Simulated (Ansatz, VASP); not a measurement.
Two plane-wave programs on Yb

The input INCAR:

```
ALGO = Fast ; EDIFF = 1E-6
ENCUT = 520 ; GGA = PE
ISIF = 2 ; ISMEAR = 0
LASPH = True ; LCHARG = False
LREAL = False ; LWAVE = False
NBANDS = 18 ; NELM = 80
PREC = Accurate ; SIGMA = 0.15
```

KPOINTS

```
k-points
0
Gamma
  16 16 16
```

File POSCAR:

```
Yb
1.0
    0.0000000000      2.6350377362      2.2579638361
    2.6350377362      0.0000000000      2.2579638361
    2.6350377362      2.6350377362      0.0000000000
Yb
1
Direct
    0.0000000000      0.0000000000      0.0000000000
```

Input for Ansatz:

```yaml
crystal:
  lattice:
    - [0.0, 2.6350377362, 2.2579638361]
    - [2.6350377362, 0.0, 2.2579638361]
    - [2.6350377362, 2.6350377362, 0.0]
  atoms:
    - { symbol: Yb, position: [0.0, 0.0, 0.0] }
basis:
  ecutwfc: 420
kpoints:
  mp_grid: { grid: [16, 16, 16] }
hamiltonian:
  xc: pbe
scf:
  occupations: { method: gaussian, width: 0.15 }
output:
  forces: true
  stress: true
  eigenvalues: true
```

Alike in both runs: task single point; functional PBE; k mesh 16 × 16 × 16; occupations gaussian, width 0.15 eV; no spin polarisation.

```csv
,VASP,Ansatz
version,VASP 6.6.1,Ansatz 0.2.0
potentials or method,"VASP PAW PBE potentials, release 64 (Yb), cutoff 520 eV","scalar-relativistic, plane waves, PAW"
valence electrons in the cell,24,24
```

Ansatz gave:

- gap on the k mesh at the Fermi level (eV): none
- pressure (GPa): 2.7
- traceless stress, the component that is largest in VASP (GPa): -0.52

Task: What did VASP give for the same quantities?

Result: gap on the k mesh at the Fermi level (eV): none; pressure (GPa): 2.7; traceless stress, the component that is largest in VASP (GPa): -0.53.

A gap of «none» marks a metal or a gap that the smearing closes. With one functional, cell and mesh, what is left measures potentials, basis and numerics.

Spin-orbit coupling is off throughout.
